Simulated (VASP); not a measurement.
Set up this calculation in VASP 6.6.1, as the native input.

| Item | Value |
| --- | --- |
| Task | relaxation of cell and atoms |
| Functional | PBE |
| Potentials or basis | VASP PAW PBE potentials, release 64 (Hf_pv, W_sv, S) |
| Cutoff | 600 eV |
| k mesh | 12 × 12 × 6 |
| Occupations | gaussian, width 0.1 eV |
| Spin | no spin polarisation |
| Dipole correction | no |
| Further INCAR settings | ALGO = Fast; EDIFF = 1e-06; IBRION = 2; EDIFFG = -0.01; NSW = 100; ISIF = 3 |

The structure of HfWS4 lies in POSCAR:

```
HfWS4
1.0
    4.3068006458      0.0000000000      0.0000000000
   -2.1534003229      3.7297987683      0.0000000000
    0.0000000000      0.0000000000      5.9195305532
Hf W S
1 1 4
Direct
    0.0000000000      0.0000000000      0.5000000000
    0.0000000000      0.0000000000      0.0000000000
    0.3333333333      0.6666666667      0.7618188250
    0.3333333333      0.6666666667      0.2381811750
    0.6666666667      0.3333333333      0.7618188250
    0.6666666667      0.3333333333      0.2381811750
```

The cell was generated, and may not be a known phase.

One way to write it, as run:

INCAR

```
PREC = Accurate
ENCUT = 600
EDIFF = 1E-6
ISMEAR = 0
SIGMA = 0.1
LREAL = False
LASPH = True
NELM = 80
ALGO = Fast
ISIF = 3
LWAVE = False
LCHARG = False
GGA = PE
IBRION = 2
NSW = 100
EDIFFG = -0.01
```

KPOINTS

```
regular mesh
0
Gamma
  12 12 6
```

Potentials or basis: VASP PAW PBE potentials, release 64 (Hf_pv, W_sv, S).

Run with:

```console
$ cat potpaw_PBE.64/Hf_pv/POTCAR potpaw_PBE.64/W_sv/POTCAR potpaw_PBE.64/S/POTCAR > POTCAR
$ mpirun -np 1 vasp_std > vasp.out
```

Results of the run:

```json
{"Relaxed volume": "15.76 Å³/atom", "Relaxed cell": "a = 4.289 Å, b = 4.289 Å, c = 5.936 Å, α = 90.00°, β = 90.00°, γ = 120.00°", "Space group after relaxing (to 0.1 Å)": "P6/mmm (No. 191)", "Energy gained by relaxing": "0.7 meV/atom", "Ionic steps": "6", "Pressure after relaxing": "0.0 GPa", "Largest force after relaxing": "0.008 eV/Å", "Band gap on the k mesh": "zero (bands 24 and 25 overlap by 2.00 eV)"}
```

Caveat: spin-orbit coupling is left out, which moves the levels of the heavy elements.

Run time: 24 min on 1 thread of Oxide Virtual Turin-like Processor, with other jobs on the host, peak memory 0.39 GiB.
